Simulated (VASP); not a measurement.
Wanted: the native input for a VASP 6.6.1 run.

```
Task                   : relaxation of cell and atoms
Functional             : PBEsol
Potentials or basis    : VASP PAW PBE potentials, release 64 (Sb)
Cutoff                 : 600 eV
k mesh                 : 10 × 10 × 10
Occupations            : fermi-dirac, width 0.1 eV
Spin                   : no spin polarisation
Dipole correction      : no
Further INCAR settings : ALGO = Normal; EDIFF = 1e-06; IBRION = 2; EDIFFG = -0.03; NSW = 80; ISIF = 3
```

The structure of Sb lies in POSCAR:

```
Sb
1.0
    3.2597620000      0.0000000000      0.0000000000
    1.6298810000      2.8230367023      0.0000000000
    1.6298810000      0.9410122341      2.6615845276
Sb
1
Direct
    0.0000000000      0.0000000000      0.0000000000
```

One way to write it, as run:

INCAR

```
  PREC = Accurate
  ENCUT = 600
  EDIFF = 1E-6
  ISMEAR = -1
  SIGMA = 0.1
  LREAL = F
  LASPH = T
  NELM = 80
  ALGO = Normal
  ISIF = 3
  LWAVE = F
  LCHARG = F
  GGA = PS
  IBRION = 2
  NSW = 80
  EDIFFG = -0.03
```

KPOINTS

```
regular mesh
0
Gamma
  10 10 10
```

Potentials or basis: VASP PAW PBE potentials, release 64 (Sb).

Launch:

```sh
$ cat potpaw_PBE.64/Sb/POTCAR > POTCAR
$ mpirun -np 1 vasp_std > vasp.out
```

Results of the run:

* Relaxed volume: 26.14 Å³/atom
* Relaxed cell: a = 3.331 Å, b = 3.331 Å, c = 3.331 Å, α = 60.00°, β = 60.00°, γ = 60.00°
* Space group after relaxing (to 0.05 Å): Fm-3m (No. 225)
* Energy gained by relaxing: 24.0 meV/atom
* Ionic steps: 3
* Pressure after relaxing: 0.0 GPa

Caveat: the PAW data sets were made with another functional, which shifts forces and pressure a little.

Run time: 17 s on 1 thread of Intel(R) Xeon(R) 6975P-C (Granite Rapids), on a shared host, peak memory 0.16 GiB.
